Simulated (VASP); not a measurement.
**Na: single point with PBE+D3(BJ)**

Na:

```
Na
1.0
     0.00000    2.68737    2.68737
     2.68737    0.00000    2.68737
     2.68737    2.68737    0.00000
Na
1
Direct
  0.00000 0.00000 0.00000
```

This isn't the form of Na at room conditions, which is bcc.

| Quantity | Value |
| --- | --- |
| Program | VASP 6.6.1 |
| Task | single point |
| Functional | PBE |
| Dispersion | D3(BJ) |
| Potentials or basis | VASP PAW PBE potentials, release 64 (Na_pv) |
| Cutoff | 500 eV |
| k mesh | 6 × 6 × 6 |
| Occupations | gaussian, width 0.1 eV |
| Spin | no spin polarisation |

```
Pressure                   : -0.9 GPa
Band gap on the k mesh     : zero (an odd number of electrons rules out a gap without spin polarisation)
Dispersion energy per atom : -0.147 eV
```

Levels at points of the mesh, in eV from the Fermi level:
| k point | band 1 | band 2 | band 3 | band 4 | band 5 | band 6 | band 7 | band 8 | band 9 |
| --- | --- | --- | --- | --- | --- | --- | --- | --- | --- |
| (0.00, 0.00, 0.00) | -24.72 | -24.72 | -24.72 | -2.97 | 11.03 | 11.03 | 11.03 | 12.10 | 12.47 |
| (0.50, 0.00, 0.00) | -24.75 | -24.72 | -24.72 | 0.77 | 1.13 | 10.10 | 10.10 | 11.03 | 11.03 |
| (0.50, 0.50, 0.00) | -24.75 | -24.73 | -24.73 | 1.94 | 2.47 | 6.35 | 7.13 | 7.13 | 8.95 |

Run time: 9.4 s on 1 thread of Intel Xeon 8259CL, on a shared host, peak memory 0.12 GiB.
